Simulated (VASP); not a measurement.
# BaZrP (P4/mmm) in VASP: single point with PBE

Aim: the single point of BaZrP with PBE.

Everything below comes from runs of VASP 6.6.1. Logs are shortened: lines on timing, memory, paths and dates and some standing lists are left out, and cuts for length are marked.

## Step 1: The cell of the first run

The structure is tetragonal, space group P4/mmm (No. 123). Conventional cell: a = 4.820 Å, b = 4.820 Å, c = 4.963 Å, α = 90.00°, β = 90.00°, γ = 90.00°. Ba (site symmetry 4/mmm) has 4 Zr at 3.41 Å and 8 P at 4.22 Å within 4.5 Å. Within 3.5 Å of Zr (site symmetry 4/mmm) lie 2 P at 2.48 Å and 4 Ba at 3.41 Å. Within 3.3 Å of P (site symmetry 4/mmm) lie 2 Zr at 2.48 Å.

The cell was built from a structure type or drawn by symmetry, and may not be a known phase.

## Step 2: Single point, PBE

Contents of INCAR:

```
SYSTEM = BaZrP
ALGO = Fast ; EDIFF = 1E-6
ENCUT = 520 ; GGA = PE
ISIF = 2 ; ISMEAR = 0
LASPH = .True. ; LCHARG = .True.
LELF = .True. ; LREAL = .False.
LVHAR = .True. ; LWAVE = .False.
NBANDS = 20 ; NELM = 100
PREC = Accurate ; SIGMA = 0.1
```

Contents of KPOINTS:

```
k-points
0
Gamma
  10 10 10
  0 0 0
```

Contents of POSCAR:

```
BaZrP
1.0
    4.8196585840      0.0000000000      0.0000000000
    0.0000000000      4.8196585840      0.0000000000
    0.0000000000      0.0000000000      4.9633267736
Ba Zr P
1 1 1
Direct
    0.5000000000      0.5000000000      0.0000000000
    0.0000000000      0.0000000000      0.0000000000
    0.0000000000      0.0000000000      0.5000000000
```

Potentials or basis: VASP PAW PBE potentials, release 64 (Ba_sv, Zr_sv, P).

On the command line:

```sh
$ cat potpaw_PBE.64/Ba_sv/POTCAR potpaw_PBE.64/Zr_sv/POTCAR potpaw_PBE.64/P/POTCAR > POTCAR
$ mpirun -np 1 vasp_std > vasp.out
```

OUTCAR:

```text
SYSTEM = BaZrP
   EDIFF = 1E-6
   ENCUT = 520
   GGA = PE
   ISIF = 2
   ISMEAR = 0
   LASPH = .True.
   LREAL = .False.
   NELM = 100
   PREC = Accurate

 ion  position               nearest neighbor table
   1  0.500  0.500  0.000-   2 3.41   2 3.41   2 3.41   2 3.41
   2  0.000  0.000  0.000-   3 2.48   3 2.48   1 3.41   1 3.41   1 3.41   1 3.41
   3  0.000  0.000  0.500-   2 2.48   2 2.48

  LATTYP: Found a simple tetragonal cell.
 ALAT       =     4.8196585840
 C/A-ratio  =     1.0298087898

  Lattice vectors:

 A1 = (   4.8196585840,   0.0000000000,   0.0000000000)
 A2 = (   0.0000000000,   4.8196585840,   0.0000000000)
 A3 = (   0.0000000000,   0.0000000000,   4.9633267736)

Analysis of symmetry for initial positions (statically):
=====================================================================
 Subroutine PRICEL returns:
 Original cell was already a primitive cell.

 Routine SETGRP: Setting up the symmetry group for a
 simple tetragonal supercell.

 Subroutine GETGRP returns: Found 16 space group operations
 (whereof 16 operations were pure point group operations)
 out of a pool of 16 trial point group operations.

The static configuration has the point symmetry D_4h.

Analysis of symmetry for dynamics (positions and initial velocities):
=====================================================================
 Subroutine PRICEL returns:
 Original cell was already a primitive cell.

 Routine SETGRP: Setting up the symmetry group for a
 simple tetragonal supercell.

 Subroutine GETGRP returns: Found 16 space group operations
 (whereof 16 operations were pure point group operations)
 out of a pool of 16 trial point group operations.

The dynamic configuration has the point symmetry D_4h.

 Subroutine INISYM returns: Found 16 space group operations
 (whereof 16 operations are pure point group operations),
 and found     1 'primitive' translations

----------------------------------------------------------------------------------------

                                     Primitive cell

  volume of cell :     115.2937

  direct lattice vectors                    reciprocal lattice vectors
     4.819658584  0.000000000  0.000000000     0.207483576  0.000000000  0.000000000
     0.000000000  4.819658584  0.000000000     0.000000000  0.207483576  0.000000000
     0.000000000  0.000000000  4.963326774     0.000000000  0.000000000  0.201477768

  length of vectors
     4.819658584  4.819658584  4.963326774     0.207483576  0.207483576  0.201477768

  position of ions in fractional coordinates (direct lattice)
     0.500000000  0.500000000  0.000000000
     0.000000000  0.000000000  0.000000000
     0.000000000  0.000000000  0.500000000

  ion indices of the primitive-cell ions
   primitive index   ion index
                 1           1
                 2           2
                 3           3

----------------------------------------------------------------------------------------

 KPOINTS: k-points

Automatic generation of k-mesh.
 Grid dimensions read from file:
 generate k-points for:   10   10   10

 Generating k-lattice:

  Cartesian coordinates                     Fractional coordinates (reciprocal lattice)
     0.020748358  0.000000000  0.000000000     0.100000000  0.000000000  0.000000000
     0.000000000  0.020748358  0.000000000     0.000000000  0.100000000  0.000000000
     0.000000000  0.000000000  0.020147777     0.000000000  0.000000000  0.100000000

  Length of vectors
     0.020748358  0.020748358  0.020147777

  Shift w.r.t. Gamma in fractional coordinates (k-lattice)
     0.000000000  0.000000000  0.000000000

 Subroutine IBZKPT returns following result:
 ===========================================

 Found    126 irreducible k-points:

 Following reciprocal coordinates:
            Coordinates               Weight
  0.000000  0.000000  0.000000      1.000000
  0.100000  0.000000  0.000000      4.000000
  0.200000  0.000000  0.000000      4.000000
  0.300000  0.000000  0.000000      4.000000
  0.400000  0.000000  0.000000      4.000000
  0.500000  0.000000  0.000000      2.000000
[... 16 lines left out ...]
  0.100000  0.000000  0.100000      8.000000
  0.200000  0.000000  0.100000      8.000000
 [... further k-points ...]
   k-points           NKPTS =    126   k-points in BZ     NKDIM =    126   number of bands    NBANDS=     20
   number of dos      NEDOS =    301   number of ions     NIONS =      3
   total plane-waves  NPLWV =  51840
   dimension x,y,z NGX =    36 NGY =   36 NGZ =   40
   dimension x,y,z NGXF=    72 NGYF=   72 NGZF=   80
   ions per type =               1   1   1
   NGX,Y,Z   is equivalent  to a cutoff of  12.42, 12.42, 13.40 a.u.
   NGXF,Y,Z  is equivalent  to a cutoff of  24.84, 24.84, 26.80 a.u.
 SYSTEM =  BaZrP
   PREC   = accura    normal or accurate (medium, high low for compatibility)
   ISTART =      0    job   : 0-new  1-cont  2-samecut
   ICHARG =      2    charge: 1-file 2-atom 10-const
   ISPIN  =      1    spin polarized calculation?
   LNONCOLLINEAR =      F non collinear calculations
   LSORBIT =      F    spin-orbit coupling
   LASPH  =      T    aspherical Exc in radial PAW
   ENCUT  =  520.0 eV  38.22 Ry    6.18 a.u.   8.96  8.96  9.23*2*pi/ulx,y,z
   NELM   =    100;   NELMIN=  2; NELMDL= -5     # of ELM steps
   EDIFF  = 0.1E-05   stopping-criterion for ELM
   LREAL  =      F    real-space projection
   EDIFFG = 0.1E-04   stopping-criterion for IOM
   NSW    =      0    number of steps for IOM
   IBRION =     -1    ionic relax: 0-MD 1-quasi-New 2-CG
   NFREE  =      0    steps in history (QN), initial steepest desc. (CG)
   ISIF   =      2    stress and relaxation
   ISYM   =      2    0-nonsym 1-usesym 2-fastsym
   POTIM  = 0.5000    time-step for ionic-motion
   TEBEG  =    0.0;   TEEND  =   0.0 temperature during run
   PSTRESS=    0.0 pullay stress
   NELECT =      27.0000    total number of electrons
   NUPDOWN=      -1.0000    fix difference up-down
   EMIN   =  10.00;   EMAX   =-10.00  energy-range for DOS
   EFERMI =   0.00;   METHOD = LEGACY
   ISMEAR =     0;   SIGMA  =   0.10  broadening in eV -4-tet -1-fermi 0-gaus
   EFERMI_NEDOS =   21; number of points for ismear=-14 and -15
   IALGO  =     68    algorithm
   IMIX   =      4    mixing-type and parameters
     AMIX     =   0.40;   BMIX     =  1.00
     AMIX_MAG =   1.60;   BMIX_MAG =  1.00
  volume/ion in A,a.u.               =      38.43       259.35
  Fermi-wavevector in a.u.,A,eV,Ry     =   1.009085  1.906894 13.854158  1.018252
  Thomas-Fermi vector in A             =   2.141991
   LORBIT       =      0    0 simple, 1 ext, 2 COOP (PROOUT), +10 PAW based schemes
   GGA     = PE    functional components
   LHFCALC =     F    Hartree Fock is set to
   AEXX    =    0.0000 exact exchange contribution
   IVDW    =     0    specifies the selected vdW correction
   LEPSILON=     F    determine dielectric tensor
   LRPA    =     F    only Hartree local field effects (RPA)
 non-spin polarized calculation
 RMM-DIIS sequential band-by-band and
 Gauss-broadening in eV      SIGMA  =   0.10
  energy-cutoff  :      520.00
  volume of cell :      115.29
 maximum number of plane-waves:      3144
 NGX is ok and might be reduce to    36
   NGX = 17   NGY = 17   NGZ = 19

 number of electron      26.9999998 magnetization

 Free energy of the ion-electron system (eV)
  ---------------------------------------------------
  ext. energy  EPLUGINS =         0.00000000
  ---------------------------------------------------
  free energy    TOTEN  =       -14.98112084 eV

  energy without entropy =      -14.96276004  energy(sigma->0) =      -14.97194044

 E-fermi :   2.8677     XC(G=0):  -8.1951

 val. band max:        2.8656259199   @ k =   0.5000   0.2000   0.2000
 cond. band min:       2.8795978103   @ k =   0.5000   0.0000   0.0000
 fundamental gap:      0.0139718904
 Fermi energy:         2.8677082244

 k-point     1 :       0.0000    0.0000    0.0000
  band No.  band energies     occupation
      1     -46.1999      2.00000
      2     -25.3663      2.00000
      3     -24.3621      2.00000
      4     -24.3621      2.00000
      5     -24.1041      2.00000
      6     -10.5835      2.00000
[... 12 lines left out ...]
     19       7.0165      0.00000
     20       7.4599      0.00000

 k-point     2 :       0.1000    0.0000    0.0000
  band No.  band energies     occupation
      1     -46.1999      2.00000
      2     -25.3691      2.00000
      3     -24.3619      2.00000
      4     -24.3587      2.00000
      5     -24.1040      2.00000
      6     -10.5828      2.00000
[... 12 lines left out ...]
     19       6.9933      0.00000
     20       7.2901      0.00000

 k-point     3 :       0.2000    0.0000    0.0000
  band No.  band energies     occupation
      1     -46.1999      2.00000
      2     -25.3762      2.00000
      3     -24.3614      2.00000
      4     -24.3497      2.00000
      5     -24.1039      2.00000
      6     -10.5960      2.00000
[... 12 lines left out ...]
     19       6.8689      0.00000
     20       6.9381      0.00000

 k-point     4 :       0.3000    0.0000    0.0000
  band No.  band energies     occupation
      1     -46.1998      2.00000
      2     -25.3849      2.00000
      3     -24.3609      2.00000
      4     -24.3389      2.00000
      5     -24.1037      2.00000
      6     -10.6556      2.00000
[... 12 lines left out ...]
     19       6.2907      0.00000
     20       6.6060      0.00000

 k-point     5 :       0.4000    0.0000    0.0000
  band No.  band energies     occupation
      1     -46.1998      2.00000
      2     -25.3918      2.00000
      3     -24.3604      2.00000
      4     -24.3302      2.00000
      5     -24.1036      2.00000
      6     -10.7027      2.00000
[... 12 lines left out ...]
     19       5.9166      0.00000
     20       6.3297      0.00000

 k-point     6 :       0.5000    0.0000    0.0000
  band No.  band energies     occupation
      1     -46.1998      2.00000
      2     -25.3944      2.00000
      3     -24.3602      2.00000
      4     -24.3269      2.00000
      5     -24.1035      2.00000
      6     -10.7205      2.00000
[... 12 lines left out ...]
     19       5.8387      0.00000
     20       5.9064      0.00000

 k-point     7 :       0.1000    0.1000    0.0000
  band No.  band energies     occupation
      1     -46.1999      2.00000
      2     -25.3712      2.00000
      3     -24.3627      2.00000
      4     -24.3551      2.00000
      5     -24.1040      2.00000
      6     -10.5820      2.00000
[... 12 lines left out ...]
     19       6.9673      0.00000
     20       7.0697      0.00000
[... 277 lines left out ...]
 k-point    20 :       0.5000    0.4000    0.0000
  band No.  band energies     occupation
      1     -46.1996      2.00000
      2     -25.3603      2.00000
      3     -24.3680      2.00000
      4     -24.3647      2.00000
      5     -24.1031      2.00000
      6     -10.6458      2.00000
[... 12 lines left out ...]
     19       6.4739      0.00000
     20       7.0657      0.00000

 k-point    21 :       0.5000    0.5000    0.0000
  band No.  band energies     occupation
      1     -46.1996      2.00000
      2     -25.3565      2.00000
      3     -24.3689      2.00000
      4     -24.3689      2.00000
      5     -24.1031      2.00000
      6     -10.6378      2.00000
[... 12 lines left out ...]
     19       7.1167      0.00000
     20       7.1310      0.00000

 k-point    22 :       0.0000    0.0000    0.1000
  band No.  band energies     occupation
      1     -46.1999      2.00000
      2     -25.3660      2.00000
      3     -24.3621      2.00000
      4     -24.3621      2.00000
      5     -24.1059      2.00000
      6     -10.5920      2.00000
[... 12 lines left out ...]
     19       7.3889      0.00000
     20       7.4043      0.00000

 k-point    23 :       0.1000    0.0000    0.1000
  band No.  band energies     occupation
      1     -46.1999      2.00000
      2     -25.3688      2.00000
      3     -24.3619      2.00000
      4     -24.3586      2.00000
      5     -24.1058      2.00000
      6     -10.5912      2.00000
[... 12 lines left out ...]
     19       7.0761      0.00000
     20       7.3244      0.00000

 k-point    24 :       0.2000    0.0000    0.1000
  band No.  band energies     occupation
      1     -46.1998      2.00000
      2     -25.3759      2.00000
      3     -24.3614      2.00000
      4     -24.3497      2.00000
      5     -24.1057      2.00000
      6     -10.5953      2.00000
[... 12 lines left out ...]
     19       6.6595      0.00000
     20       7.0884      0.00000

 [... further k-points ...]

------------------------ aborting loop because EDIFF is reached ----------------------------------------

  FORCE on cell =-STRESS in cart. coord.  units (eV):
  Direction    XX          YY          ZZ          XY          YZ          ZX
  --------------------------------------------------------------------------------------
  -------------------------------------------------------------------------------------
  Total        0.1446023      0.1446023      0.0194066      0.0000000      0.0000000      0.0000000
  in kB        2.0094647      2.0094647      0.2696838      0.0000000      0.0000000      0.0000000
  external PRESSURE =       1.4295377 kB  Pullay stress =       0.0000000 kB

 VOLUME and BASIS-vectors are now :
 -----------------------------------------------------------------------------
  energy-cutoff  :      520.00
  volume of cell :      115.29
      direct lattice vectors                 reciprocal lattice vectors
     4.819658584  0.000000000  0.000000000     0.207483576  0.000000000  0.000000000
     0.000000000  4.819658584  0.000000000     0.000000000  0.207483576  0.000000000
     0.000000000  0.000000000  4.963326774     0.000000000  0.000000000  0.201477768

 POSITION                                       TOTAL-FORCE (eV/Angst)
 -----------------------------------------------------------------------------------
      2.40983      2.40983      0.00000         0.000000      0.000000      0.000000
      0.00000      0.00000      0.00000         0.000000      0.000000      0.000000
      0.00000      0.00000      2.48166         0.000000      0.000000      0.000000
 -----------------------------------------------------------------------------------
    total drift:                                0.000000      0.000000     -0.000000

  FREE ENERGIE OF THE ION-ELECTRON SYSTEM (eV)
  ---------------------------------------------------
  free  energy   TOTEN  =       -14.9811208358 eV

  energy  without entropy=      -14.9627600396  energy(sigma->0) =      -14.97194044
```

It took 16 min on 1 thread of Intel Xeon Platinum 8259CL at 2.50GHz (Skylake/Cascade Lake), shared host; peak memory 0.47 GiB.

What came out:

* Free energy: -14.9811 eV
* Pressure: 0.1 GPa
* Band gap on the k mesh: zero (an odd number of electrons rules out a gap without spin polarisation)

Stress tensor (GPa, compression positive):
```
0.20 0.00 0.00
0.00 0.20 0.00
0.00 0.00 0.03
```

Levels at points of the mesh, in eV from the Fermi level:
| k point | band 9 | band 10 | band 11 | band 12 | band 13 | band 14 | band 15 | band 16 | band 17 | band 18 |
| --- | --- | --- | --- | --- | --- | --- | --- | --- | --- | --- |
| (0.00, 0.00, 0.00) | -9.43 | -1.87 | -1.28 | -0.66 | -0.52 | -0.52 | -0.43 | 0.56 | 0.56 | 1.44 |
| (0.50, 0.00, 0.00) | -9.30 | -2.20 | -0.77 | -0.68 | 0.01 | 0.48 | 0.85 | 1.18 | 1.24 | 1.35 |
| (0.50, 0.50, 0.00) | -9.27 | -1.43 | -1.43 | -0.55 | -0.42 | -0.08 | -0.08 | -0.06 | 1.48 | 1.62 |
| (0.00, 0.00, 0.50) | -8.55 | -3.69 | -1.78 | -1.78 | -1.52 | -1.11 | -0.37 | 2.95 | 3.82 | 3.82 |
| (0.50, 0.00, 0.50) | -8.51 | -3.40 | -2.31 | -1.54 | 0.10 | 0.23 | 1.26 | 1.46 | 1.77 | 1.95 |
| (0.50, 0.50, 0.50) | -8.42 | -3.42 | -2.57 | -2.57 | -0.47 | 0.08 | 1.53 | 2.60 | 2.60 | 3.62 |

Caveat: spin-orbit coupling is left out, which moves the levels of the heavy elements.
